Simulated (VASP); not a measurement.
Runs of VASP 6.6.1 on Pt. The structure is hexagonal, space group P6_3/mmc (No. 194). The conventional cell has a = 2.761 Å, b = 2.761 Å, c = 4.792 Å, α = 90.00°, β = 90.00°, γ = 120.00°. Pt (site symmetry -6m2) has 12 Pt at 2.76 to 2.88 Å within 3.6 Å. This isn't the form of Pt at room conditions, which is fcc.

```tsv
smearing	gap on the mesh (eV)	pressure (GPa)
methfessel-paxton 0.2 eV	none	-11.2
methfessel-paxton 0.3 eV	none	-11.2
methfessel-paxton 0.1 eV	none	(a)
methfessel-paxton 0.5 eV	none	-11.0
```

Alike in all rows: task single point; level PBEsol; potentials or basis VASP PAW PBE potentials, release 64 (Pt); no spin polarisation; cell as given; k mesh 12 × 12 × 6; cutoff (eV) 520.

Q: Fill in the values left out.

A: (a) -11.3.

Caveats: the cell stands under tension; the PAW data sets were made with another functional, which shifts forces and pressure a little; spin-orbit coupling is left out, which moves the levels of the heavy elements; so wide a smearing shifts energies and pressures (at least some runs).

A k mesh can miss the band edges, and the runs leave out spin-orbit coupling on Pt.

A gap of «none» marks levels without a gap at the run's occupations.
